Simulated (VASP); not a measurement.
Set up this calculation in VASP 6.6.1, as the native input.

```
Task                   : single point
Functional             : LDA
Potentials or basis    : VASP PAW PBE potentials, release 64 (Yb)
Cutoff                 : 520 eV
k mesh                 : 8 × 8 × 8
Occupations            : fermi-dirac, width 0.1 eV
Spin                   : no spin polarisation
Dipole correction      : no
Further INCAR settings : ALGO = Normal; EDIFF = 1e-06; NBANDS = 31
```

The structure of Yb lies in POSCAR:

```
Yb
1.0
    0.0000000000      3.9798447142      3.9798447142
    3.9798447142      0.0000000000      3.9798447142
    3.9798447142      3.9798447142      0.0000000000
Yb
2
Direct
    0.1250000000      0.1250000000      0.1250000000
    0.8750000000      0.8750000000      0.8750000000
```

This isn't the form of Yb at room conditions, which is fcc.

The input as run:

INCAR

```
SYSTEM = Yb
PREC = Accurate
ENCUT = 520
EDIFF = 1E-6
ISMEAR = -1
SIGMA = 0.1
LREAL = .FALSE.
LASPH = .TRUE.
NELM = 80
ALGO = Normal
ISIF = 2
LWAVE = .FALSE.
LCHARG = .FALSE.
GGA = CA
NBANDS = 31
```

KPOINTS

```
Automatic mesh
0
G
  8 8 8
  0 0 0
```

Potentials or basis: VASP PAW PBE potentials, release 64 (Yb).

Launch:

```sh
$ cat potpaw_PBE.64/Yb/POTCAR > POTCAR
$ mpirun -np 1 vasp_std > vasp.out
```

It gave:

```json
{
  "Pressure": "0.2 GPa",
  "Band gap on the k mesh": "zero (bands 24 and 25 overlap by 1.23 eV)"
}
```

Caveat: the PAW data sets were made with another functional, which shifts forces and pressure a little; spin-orbit coupling is left out, which moves the levels of the heavy elements.

It took 2.7 min on 1 thread of AMD EPYC 9R45 (Zen 5), with other jobs on the host, peak memory 0.23 GiB.
